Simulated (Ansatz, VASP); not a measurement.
# Cd4InO in VASP and in Ansatz

```
Cd In O
1.0
     4.81417    0.00000    0.00000
    -2.40708    4.16919    0.00000
     0.00000    0.00000    6.73286
Cd In O
4 1 1
Cartesian
  0.0000 2.7795 5.2516
  0.0000 2.7795 1.4812
  2.4071 1.3897 5.2516
  2.4071 1.3897 1.4812
  0.0000 0.0000 3.3664
  0.0000 0.0000 0.0000
```

Change from the starting cell: species swapped into the TiCrB4 type (P6/mmm, No. 191).

Alike in both runs: functional PBE; k mesh 6 × 6 × 2; occupations gaussian, width 0.1 eV; no spin polarisation.

Ansatz relaxed the structure, and its values are those at the end. VASP's run is a single point on that final structure, the one shown.

```csv
,VASP,Ansatz
version,VASP 6.6.1,Ansatz 0.2.0
potentials or method,"VASP PAW PBE potentials, release 64 (Cd, In_d, O), cutoff 520 eV","scalar-relativistic, plane waves, PAW"
valence electrons in the cell,67,99
```

Ansatz gave:

| Item | Value |
| --- | --- |
| gap on the k mesh at the Fermi level (eV) | none |
| pressure (GPa) | 0.0 |
| rms of the force components (eV/Å) | 0.013 |

**Question.** Which values does VASP return?

**Answer.** gap on the k mesh at the Fermi level (eV): none; pressure (GPa): 0.2; rms of the force components (eV/Å): 0.019.

A gap of «none» marks a metal or a gap that the smearing closes. The functional is the same, so the differences come from potentials, cutoffs and numerics. VASP's potentials hold 67 valence electrons a cell and Ansatz's 99, so a difference there can come from the potentials and not from the codes.

The k mesh is coarse, so the values compare programs but aren't converged.
